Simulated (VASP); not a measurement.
Set up this calculation in VASP 6.6.1, as the native input.

```yaml
Task: single point
Functional: PBE
Potentials_or_basis: VASP PAW PBE potentials, release 64 (Ti_sv, Al)
Cutoff: 520 eV
k_mesh: 6 × 6 × 4
Occupations: gaussian, width 0.2 eV
Spin: no spin polarisation
Dipole_correction: no
Further_INCAR_settings: ALGO = Fast; EDIFF = 1e-06; NBANDS = 31
```

The structure of TiAl3 lies in POSCAR:

```
TiAl3
1.0
    0.0000000000      3.9796689675      0.0000000000
    0.0000000000      0.0000000000      3.9796689675
    7.9593379350      0.0000000000      0.0000000000
Ti Al
2 6
Direct
    1.0000000000      1.0000000000      0.5000000000
    0.0000000000      0.0000000000      0.0000000000
    1.0000000000      0.5000000000      0.2500000000
    1.0000000000      0.5000000000      0.7500000000
    0.5000000000      0.5000000000      0.0000000000
    0.5000000000      0.5000000000      0.5000000000
    0.5000000000      1.0000000000      0.2500000000
    0.5000000000      0.0000000000      0.7500000000
```

The input as run:

INCAR

```
ALGO = Fast
EDIFF = 1E-6
ENCUT = 520
GGA = PE
ISIF = 2
ISMEAR = 0
LASPH = True
LCHARG = False
LREAL = False
LWAVE = False
NBANDS = 31
NELM = 80
PREC = Accurate
SIGMA = 0.2
```

KPOINTS

```
k-points
0
Gamma
  6 6 4
```

Potentials or basis: VASP PAW PBE potentials, release 64 (Ti_sv, Al).

Command:

```sh
$ cat potpaw_PBE.64/Ti_sv/POTCAR potpaw_PBE.64/Al/POTCAR > POTCAR
$ mpirun -np 1 vasp_std > vasp.out
```

It gave:

- Pressure: 0.1 GPa
- Band gap on the k mesh: zero (band 21 reaches 9.54 eV, above the bottom of band 22 at 6.60 eV)

It took 3.3 min on 1 thread of Intel(R) Xeon(R) 6975P-C (Granite Rapids), on a shared host, peak memory 0.26 GiB.
